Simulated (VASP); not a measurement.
Here is a VASP 6.6.1 calculation.

INCAR

```
SYSTEM = GaGeO4
PREC     = Accurate       ! precision mode
ENCUT    = 600            ! plane-wave cutoff, eV
EDIFF    = 1E-6           ! SCF threshold, eV
ISMEAR   = 0              ! smearing method
SIGMA    = 0.1            ! smearing width, eV
LREAL    = .FALSE.        ! projectors in reciprocal space
LASPH    = .TRUE.         ! aspherical terms in the spheres
NELM     = 80             ! most SCF steps
ALGO     = Normal         ! electronic algorithm
ISIF     = 3              ! what is computed and relaxed
LWAVE    = .FALSE.        ! write WAVECAR
LCHARG   = .FALSE.        ! write CHGCAR
GGA      = PE             ! functional
IBRION   = 2              ! ionic algorithm
NSW      = 90             ! ionic steps
EDIFFG   = -0.04          ! ionic threshold
```

File KPOINTS:

```
regular mesh
0
G
  6 6 6
  0 0 0
```

File POSCAR:

```
GaGeO4
1.0
    5.5249340333      0.0000000000      0.0000000000
   -2.7624670166      4.7847332271      0.0000000000
    0.0000000000      0.0000000000      2.7438002503
Ga Ge O
1 1 4
Direct
    0.0000000000      0.0000000000      0.0000000000
    0.3333333333      0.6666666667      0.0000000000
    0.6666666667      0.3333333333      0.0000000000
    0.4804625421      0.9609250842      0.5000000000
    0.0390749158      0.5195374579      0.5000000000
    0.4804625421      0.5195374579      0.5000000000
```

Potentials or basis: VASP PAW PBE potentials, release 64 (Ga_d, Ge_d, O).

Launch:

```console
$ cat potpaw_PBE.64/Ga_d/POTCAR potpaw_PBE.64/Ge_d/POTCAR potpaw_PBE.64/O/POTCAR > POTCAR
$ mpirun -np 1 vasp_std > vasp.out
```

Task: Estimate the relaxed cell.

Result: a = 5.533 Å, b = 5.533 Å, c = 2.726 Å, α = 90.00°, β = 90.00°, γ = 120.00°.

Task: What does it give for the band gap on the k mesh?

Result: Zero (an odd number of electrons rules out a gap without spin polarisation).

Stress tensor (GPa, compression positive):
```
0.32 0.00 0.00
0.00 0.32 0.00
0.00 0.00 0.42
```

Caveat: the k points lie up to 0.38 Å⁻¹ apart in the final cell, too coarse for converged energies and pressures of a metal; an odd number of electrons without spin polarisation forces a metal; a magnetic or distorted state may lie lower.
